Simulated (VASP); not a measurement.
# MgO (Fm-3m) in VASP: notebook

MgO is run at these levels: PBEsol; tasks: vibrations by perturbation theory.

Program: VASP 6.6.1. These are calculated values, not measurements. Logs are shortened: lines on timing, memory, paths and dates and some standing lists are left out, and cuts for length are marked.

**1. The cell of the first run**

It takes space group Fm-3m (No. 225, cubic). The conventional cell has a = 4.214 Å, b = 4.214 Å, c = 4.214 Å, α = 90.00°, β = 90.00°, γ = 90.00°. Within 2.8 Å of Mg (site symmetry m-3m) lie 6 O at 2.11 Å. Within 2.8 Å of O (site symmetry m-3m) lie 6 Mg at 2.11 Å.

**2. Vibrations by perturbation theory, PBEsol**

INCAR

```
SYSTEM = MgO
PREC = Accurate ; ENCUT = 520
EDIFF = 1E-8 ; ISMEAR = 0
SIGMA = 0.01 ; LREAL = .False.
LASPH = .True. ; NELM = 100
ALGO = Normal ; ISIF = 2
LWAVE = .False. ; LCHARG = .False.
GGA = PS ; NBANDS = 11
IBRION = 8 ; NSW = 1
LEPSILON = .True.
```

KPOINTS

```
regular mesh
0
Gamma
  10 10 10
  0 0 0
```

POSCAR

```
MgO
1.0
    0.0000000000      2.1070853429      2.1070853429
    2.1070853429      0.0000000000      2.1070853429
    2.1070853429      2.1070853429      0.0000000000
Mg O
1 1
Direct
    0.0000000000      0.0000000000      0.0000000000
    0.5000000000      0.5000000000      0.5000000000
```

Potentials or basis: VASP PAW PBE potentials, release 64 (Mg, O).

Run with:

```console
$ cat potpaw_PBE.64/Mg/POTCAR potpaw_PBE.64/O/POTCAR > POTCAR
$ mpirun -np 1 vasp_std > vasp.out
```

OUTCAR:

```text
SYSTEM = MgO
   PREC = Accurate
   ENCUT = 520
   EDIFF = 1E-8
   ISMEAR = 0
   LREAL = .False.
   LASPH = .True.
   NELM = 100
   ISIF = 2
   GGA = PS
   IBRION = 8
   NSW = 1
   LEPSILON = .True.

 ion  position               nearest neighbor table
   1  0.000  0.000  0.000-   2 2.11   2 2.11   2 2.11   2 2.11   2 2.11   2 2.11
   2  0.500  0.500  0.500-   1 2.11   1 2.11   1 2.11   1 2.11   1 2.11   1 2.11

  LATTYP: Found a face centered cubic cell.
 ALAT       =     4.2141706858

  Lattice vectors:

 A1 = (   0.0000000000,   2.1070853429,   2.1070853429)
 A2 = (   2.1070853429,   0.0000000000,   2.1070853429)
 A3 = (   2.1070853429,   2.1070853429,   0.0000000000)

Analysis of symmetry for initial positions (statically):
=====================================================================
 Subroutine PRICEL returns:
 Original cell was already a primitive cell.

 Routine SETGRP: Setting up the symmetry group for a
 face centered cubic supercell.

 Subroutine GETGRP returns: Found 48 space group operations
 (whereof 48 operations were pure point group operations)
 out of a pool of 48 trial point group operations.

The static configuration has the point symmetry O_h .

Analysis of symmetry for dynamics (positions and initial velocities):
=====================================================================
 Subroutine PRICEL returns:
 Original cell was already a primitive cell.

 Routine SETGRP: Setting up the symmetry group for a
 face centered cubic supercell.

 Subroutine GETGRP returns: Found 48 space group operations
 (whereof 48 operations were pure point group operations)
 out of a pool of 48 trial point group operations.

The dynamic configuration has the point symmetry O_h .

 Subroutine INISYM returns: Found 48 space group operations
 (whereof 48 operations are pure point group operations),
 and found     1 'primitive' translations

----------------------------------------------------------------------------------------

                                     Primitive cell

  volume of cell :      18.7101

  direct lattice vectors                    reciprocal lattice vectors
     0.000000000  2.107085343  2.107085343    -0.237294613  0.237294613  0.237294613
     2.107085343  0.000000000  2.107085343     0.237294613 -0.237294613  0.237294613
     2.107085343  2.107085343  0.000000000     0.237294613  0.237294613 -0.237294613

  length of vectors
     2.979868669  2.979868669  2.979868669     0.411006325  0.411006325  0.411006325

  position of ions in fractional coordinates (direct lattice)
     0.000000000  0.000000000  0.000000000
     0.500000000  0.500000000  0.500000000

  ion indices of the primitive-cell ions
   primitive index   ion index
                 1           1
                 2           2

----------------------------------------------------------------------------------------

 KPOINTS: regular mesh

Automatic generation of k-mesh.
 Grid dimensions read from file:
 generate k-points for:   10   10   10

 Generating k-lattice:
[... 485 lines left out ...]
 ------------------------------------------------------

 Free energy of the ion-electron system (eV)
  ---------------------------------------------------
  ---------------------------------------------------
  free energy    TOTEN  =        -0.12216719 eV

  energy without entropy =       -0.12216719

------------------------ aborting loop because EDIFF is reached ----------------------------------------

--------------------------------------- Ionic step        2  -------------------------------------------

------------------------ aborting loop because EDIFF is reached ----------------------------------------

--------------------------------------- Ionic step        3  -------------------------------------------

------------------------ aborting loop because EDIFF is reached ----------------------------------------

 PIEZOELECTRIC TENSOR FIELD DIRECTION 3  (e Angst)
 -----------------------------------------------------------------------------
    -0.00015  0.00000  0.00000           ( -0.00001  0.00000  0.00000)
     0.00000 -0.00015  0.00000           (  0.00000 -0.00001  0.00000)
     0.00000 -0.00000 -0.00018           (  0.00000  0.00000 -0.00001)

 PIEZOELECTRIC TENSOR FIELD DIRECTION 3  (C/m^2)
 -----------------------------------------------------------------------------
    -0.00013  0.00000  0.00000
     0.00000 -0.00013  0.00000
     0.00000 -0.00000 -0.00015

--------------------------------------- Ionic step        4  -------------------------------------------

------------------------ aborting loop because EDIFF is reached ----------------------------------------

[... ionic steps 5 to 6 ...]

--------------------------------------- Ionic step        7  -------------------------------------------

 Free energy of the ion-electron system (eV)
  ---------------------------------------------------
  ---------------------------------------------------
  free energy    TOTEN  =        -0.35754081 eV

  energy without entropy =       -0.35754081

------------------------ aborting loop because EDIFF is reached ----------------------------------------

 INTERNAL STRAIN TENSOR  FOR ION    2  DIRECTION 1   (eV/Angst):
 -----------------------------------------------------------------------------
    -0.00474 -0.00000  0.00000
    -0.00000  0.00706  0.00000
     0.00000  0.00000  0.00706

 MACROSCOPIC STATIC DIELECTRIC TENSOR (including local field effects in DFT)
 ------------------------------------------------------
           3.168928    -0.000000     0.000000
          -0.000000     3.168928     0.000000
          -0.000000    -0.000000     3.168928
 ------------------------------------------------------

 PIEZOELECTRIC TENSOR (including local field effects)  for field in x, y, z        (e  Angst)
          XX          YY          ZZ          XY          YZ          ZX
  --------------------------------------------------------------------------------
  x     0.00000     0.00000     0.00000     0.00000     0.00000     0.00000
  y     0.00000     0.00000     0.00000     0.00000     0.00000     0.00000
  z     0.00000     0.00000     0.00000     0.00000     0.00000     0.00000

 PIEZOELECTRIC TENSOR (including local field effects)  for field in x, y, z        (C/m^2)
          XX          YY          ZZ          XY          YZ          ZX
  --------------------------------------------------------------------------------
  x     0.00000     0.00000     0.00000     0.00000     0.00000     0.00000
  y     0.00000     0.00000     0.00000     0.00000     0.00000     0.00000
  z     0.00000     0.00000     0.00000     0.00000     0.00000     0.00000

 BORN EFFECTIVE CHARGES (including local field effects) (in |e|, cummulative output)
 ---------------------------------------------------------------------------------
 ion    1
    1     1.96662     0.00000    -0.00000
    2    -0.00000     1.96662     0.00000
    3     0.00000    -0.00000     1.96662
 ion    2
    1    -1.96662     0.00000     0.00000
    2     0.00000    -1.96662     0.00000
    3     0.00000     0.00000    -1.96662

 INTERNAL STRAIN TENSOR FOR ION    2 for displacements in x,y,z  (eV/Angst):
          X           Y           Z          XY          YZ          ZX
  --------------------------------------------------------------------------------
  x     0.00000     0.00000     0.00000     0.00000     0.00000     0.00000
  y     0.00000     0.00000     0.00000     0.00000     0.00000     0.00000
  z     0.00000     0.00000     0.00000     0.00000     0.00000     0.00000

 SECOND DERIVATIVES (NOT SYMMETRIZED)
 ------------------------------------
               1X          1Y          1Z          2X          2Y          2Z
  1X    -5.387649    0.000000    0.000000    5.387649    0.000000    0.000000
  1Y     0.000000   -5.387649    0.000000    0.000000    5.387649    0.000000
  1Z     0.000000    0.000000   -5.387649    0.000000    0.000000    5.387649
  2X     5.411308    0.000000    0.000000   -5.411308    0.000000    0.000000
  2Y     0.000000    5.411308    0.000000    0.000000   -5.411308    0.000000
  2Z     0.000000    0.000000    5.411308    0.000000    0.000000   -5.411308

 Eigenvectors and eigenvalues of the dynamical matrix
 ----------------------------------------------------

   1 f  =   11.697594 THz    73.498152 2PiTHz  390.189741 cm-1    48.377340 meV
             X         Y         Z           dx          dy          dz
      0.000000  0.000000  0.000000     0.000000    0.000000   -0.629226
      2.107085  2.107085  2.107085     0.000000    0.000000    0.777223
[... 21 lines left out ...]
   6 f/i=    0.012533 THz     0.078747 2PiTHz    0.418054 cm-1     0.051832 meV
             X         Y         Z           dx          dy          dz
      0.000000  0.000000  0.000000     0.000000    0.000000    0.777223
      2.107085  2.107085  2.107085     0.000000    0.000000    0.629226

--------------------------------------------------------------------------------------------------------

 MACROSCOPIC STATIC DIELECTRIC TENSOR IONIC CONTRIBUTION
 ------------------------------------------------------
           6.927534     0.000000     0.000000
           0.000000     6.927534    -0.000000
           0.000000    -0.000000     6.927534
 ------------------------------------------------------

 ELASTIC MODULI CONTR FROM IONIC RELAXATION (kBar)
 Direction    XX          YY          ZZ          XY          YZ          ZX
 --------------------------------------------------------------------------------
 XX           0.0000      0.0000      0.0000      0.0000      0.0000      0.0000
 YY           0.0000      0.0000      0.0000      0.0000      0.0000      0.0000
 ZZ           0.0000      0.0000      0.0000      0.0000      0.0000      0.0000
 XY           0.0000      0.0000      0.0000      0.0000      0.0000      0.0000
 YZ           0.0000      0.0000      0.0000      0.0000      0.0000      0.0000
 ZX           0.0000      0.0000      0.0000      0.0000      0.0000      0.0000
 --------------------------------------------------------------------------------

 PIEZOELECTRIC TENSOR IONIC CONTR  for field in x, y, z        (C/m^2)
          XX          YY          ZZ          XY          YZ          ZX
  --------------------------------------------------------------------------------
  x     0.00000     0.00000     0.00000     0.00000     0.00000     0.00000
  y     0.00000     0.00000     0.00000     0.00000     0.00000     0.00000
  z     0.00000     0.00000     0.00000     0.00000     0.00000     0.00000
```

Run time: 1.7 min. Hardware: 1 thread of AMD EPYC 9R45 (Zen 5), shared host; peak memory 0.17 GiB.

What came out:

| Item | Value |
| --- | --- |
| Electronic dielectric tensor (diagonal) | 3.17 |
| Born charges (mean of the diagonal) | Mg +1.97; O -1.97 e |
| Highest phonon frequency at Γ, LO-TO splitting left out | 390 cm⁻¹ |

Phonon frequencies in cm⁻¹ (negative: imaginary):
```
              q point        frequencies
(0.000, 0.000, 0.000)  0 0 0 390 390 390
```

Electronic dielectric tensor:
```
3.17 0.00 0.00
0.00 3.17 0.00
0.00 0.00 3.17
```

Born effective charge tensors (e):
atom 1, Mg
```
1.97 0.00 0.00
0.00 1.97 0.00
0.00 0.00 1.97
```
atom 2, O
```
-1.97  0.00  0.00
 0.00 -1.97  0.00
 0.00  0.00 -1.97
```

Caveat: the PAW data sets were made with another functional, which shifts forces and pressure a little.

**3. Vibrations by perturbation theory, PBEsol**

This run uses another cell than the first one, of 9.41 Å³/atom, 1.006 times its volume.

INCAR

```
ALGO = Normal
EDIFF = 1E-8
ENCUT = 520
GGA = PS
IBRION = 8
ISIF = 2
ISMEAR = 0
LASPH = True
LCHARG = False
LEPSILON = True
LREAL = False
LWAVE = False
NBANDS = 11
NELM = 60
NSW = 1
PREC = Accurate
SIGMA = 0.01
```

KPOINTS

```
k-points
0
Gamma
  10 10 10
```

POSCAR

```
MgO
1.0
    0.0000000000      2.1115737227      2.1115737227
    2.1115737227      0.0000000000      2.1115737227
    2.1115737227      2.1115737227      0.0000000000
Mg O
1 1
Direct
    0.0000000000      0.0000000000      0.0000000000
    0.5000000000      0.5000000000      0.5000000000
```

Potentials or basis: VASP PAW PBE potentials, release 64 (Mg, O).

Run with:

```console
$ cat potpaw_PBE.64/Mg/POTCAR potpaw_PBE.64/O/POTCAR > POTCAR
$ mpirun -np 1 vasp_std > vasp.out
```

OUTCAR:

```text
EDIFF = 1E-8
   ENCUT = 520
   GGA = PS
   IBRION = 8
   ISIF = 2
   ISMEAR = 0
   LASPH = True
   LEPSILON = True
   LREAL = False
   NELM = 60
   NSW = 1
   PREC = Accurate

 ion  position               nearest neighbor table
   1  0.000  0.000  0.000-   2 2.11   2 2.11   2 2.11   2 2.11   2 2.11   2 2.11
   2  0.500  0.500  0.500-   1 2.11   1 2.11   1 2.11   1 2.11   1 2.11   1 2.11

  LATTYP: Found a face centered cubic cell.
 ALAT       =     4.2231474454

  Lattice vectors:

[... 684 lines left out ...]
   6 f/i=    0.008636 THz     0.054262 2PiTHz    0.288069 cm-1     0.035716 meV
             X         Y         Z           dx          dy          dz
      0.000000  0.000000  0.000000    -0.558912    0.501835   -0.198847
      2.111574  2.111574  2.111574    -0.452782    0.406544   -0.161089

--------------------------------------------------------------------------------------------------------

 MACROSCOPIC STATIC DIELECTRIC TENSOR IONIC CONTRIBUTION
 ------------------------------------------------------
           7.124900    -0.000000     0.000000
          -0.000000     7.124900     0.000000
           0.000000     0.000000     7.124900
 ------------------------------------------------------

 ELASTIC MODULI CONTR FROM IONIC RELAXATION (kBar)
 Direction    XX          YY          ZZ          XY          YZ          ZX
 --------------------------------------------------------------------------------
 XX           0.0000      0.0000      0.0000      0.0000      0.0000      0.0000
 YY           0.0000      0.0000      0.0000      0.0000      0.0000      0.0000
 ZZ           0.0000      0.0000      0.0000      0.0000      0.0000      0.0000
 XY           0.0000      0.0000      0.0000      0.0000      0.0000      0.0000
 YZ           0.0000      0.0000      0.0000      0.0000      0.0000      0.0000
 ZX           0.0000      0.0000      0.0000      0.0000      0.0000      0.0000
 --------------------------------------------------------------------------------

 PIEZOELECTRIC TENSOR IONIC CONTR  for field in x, y, z        (C/m^2)
          XX          YY          ZZ          XY          YZ          ZX
  --------------------------------------------------------------------------------
  x     0.00000     0.00000     0.00000     0.00000     0.00000     0.00000
  y     0.00000     0.00000     0.00000     0.00000     0.00000     0.00000
  z     0.00000     0.00000     0.00000     0.00000     0.00000     0.00000
```

OSZICAR:

```text
N       E                     dE             d eps       ncg     rms          rms(c)
DAV:   1     0.115387758481E+02    0.11539E+02   -0.45989E+03  1202   0.641E+02
DAV:   2    -0.133742701375E+02   -0.24913E+02   -0.24051E+02  1195   0.133E+02
[... 130 lines left out ...]
RMM:   6    -0.357567342869E+00    0.41201E-05   -0.51668E-08  3896   0.171E-03    0.926E-04
RMM:   7    -0.357558629788E+00    0.87131E-05   -0.73389E-09  3830   0.741E-04    0.792E-05
RMM:   8    -0.357558597102E+00    0.32686E-07   -0.94215E-10  3824   0.744E-05    0.260E-05
RMM:   9    -0.357558660104E+00   -0.63001E-07   -0.92763E-10  3937   0.569E-05    0.229E-06
RMM:  10    -0.357558645127E+00    0.14977E-07   -0.93076E-10  3464   0.281E-05    0.720E-07
RMM:  11    -0.357558646574E+00   -0.14469E-08   -0.89331E-10  2606   0.272E-05    0.550E-08
 Linear response finished
```

It took 1.9 min on 1 thread of Intel Xeon Platinum 8488C (Sapphire Rapids), shared host; peak memory 0.19 GiB.

Results:

- Electronic dielectric tensor (diagonal): 3.18
- Born charges (mean of the diagonal): Mg +1.97; O -1.97 e
- Highest phonon frequency at Γ, LO-TO splitting left out: 384 cm⁻¹

Phonon frequencies in cm⁻¹ (negative: imaginary):
| q point | frequencies |
| --- | --- |
| (0.000, 0.000, 0.000) | 0 0 0 384 384 384 |

Electronic dielectric tensor:
```
3.18 0.00 0.00
0.00 3.18 0.00
0.00 0.00 3.18
```

Born effective charge tensors (e):
atom 1, Mg
```
1.97 0.00 0.00
0.00 1.97 0.00
0.00 0.00 1.97
```
atom 2, O
```
-1.97  0.00  0.00
 0.00 -1.97  0.00
 0.00  0.00 -1.97
```

Caveat: the cell wasn't relaxed at this level first, which shifts response properties; the PAW data sets were made with another functional, which shifts forces and pressure a little.

(Part 1 of 2 ends here.)
